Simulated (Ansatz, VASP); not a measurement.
This is a calculation of BiTe for VASP 6.6.1.

Contents of POSCAR:

```
BiTe
1.0
    2.4702239101      1.4261844395      3.3823534125
   -2.4702239101      1.4261844395      3.3823534125
    0.0000000000     -2.8523688790      3.3823534125
Bi Te
1 1
Direct
    0.5000000000      0.5000000000      0.5000000000
    0.0000000000      0.0000000000      0.0000000000
```

INCAR.step1

```
SYSTEM = BiTe
ALGO = Normal
EDIFF = 1E-4
ENCUT = 520
GGA = PE
ISMEAR = -1
LASPH = .True.
LCHARG = .False.
LREAL = .False.
LWAVE = .True.
NBANDS = 18
NELM = 100
PREC = Accurate
SIGMA = 0.05
```

INCAR.step2

```
SYSTEM = BiTe
ALGO = Normal
EDIFF = 1E-7
ENCUT = 520
ISIF = 2
ISMEAR = -1
ISTART = 1
LASPH = .True.
LCHARG = .False.
LMIXTAU = .True.
LREAL = .False.
LWAVE = .False.
METAGGA = R2SCAN
NBANDS = 18
NELM = 100
PREC = Accurate
SIGMA = 0.05
```

File KPOINTS:

```
k-points
0
Gamma
  7 7 7
  0 0 0
```

Potentials or basis: VASP PAW PBE potentials, release 64 (Bi_d, Te).

Run with:

```console
$ cat potpaw_PBE.64/Bi_d/POTCAR potpaw_PBE.64/Te/POTCAR > POTCAR
$ cp INCAR.step1 INCAR
$ mpirun -np 1 vasp_std > vasp.out
$ cp INCAR.step2 INCAR
$ mpirun -np 1 vasp_std > vasp.out
```

**Question.** Translate it to Ansatz 0.2.0. Potentials there: Ansatz PAW.

**Answer.** As run (the cutoff follows the program's own potentials):

File input.yaml:

```yaml
crystal:
  lattice:
    - [2.4702239101, 1.4261844395, 3.3823534125]
    - [-2.4702239101, 1.4261844395, 3.3823534125]
    - [0.0, -2.852368879, 3.3823534125]
  atoms:
    - { symbol: Bi, position: [0.5, 0.5, 0.5] }
    - { symbol: Te, position: [0.0, 0.0, 0.0] }
hamiltonian:
  xc: r2scan
  pseudopotentials: { kind: paw }
kpoints:
  mp_grid: { grid: [7, 7, 7] }
scf:
  occupations: { method: fermi_dirac, width: 0.05 }
output:
  forces: true
  stress: true
  eigenvalues: true
```

Potentials or basis: Ansatz PAW.

Command:

```sh
$ ansatz run input.yaml --threads 2 --pin off --max-ram 5632MiB --backend cpu --events-out ev --progress --plain --runs-dir out
```

Both were run:

|  | VASP | Ansatz | Ansatz less VASP |
| --- | --- | --- | --- |
| gap on the k mesh at the Fermi level (eV) | none | none | - |
| pressure (GPa) | -3.1 | -3.1 | +0.03 |
| traceless stress, the component that is largest in VASP (GPa) | 0.58 | 0.57 | -0.005 |

VASP's potentials were made for PBE, not for r2SCAN. A gap of «none» marks a metal or a gap that the smearing closes. VASP's potentials hold 21 valence electrons a cell and Ansatz's 31, so a difference there can come from the potentials and not from the codes.

Neither program's run includes spin-orbit coupling.
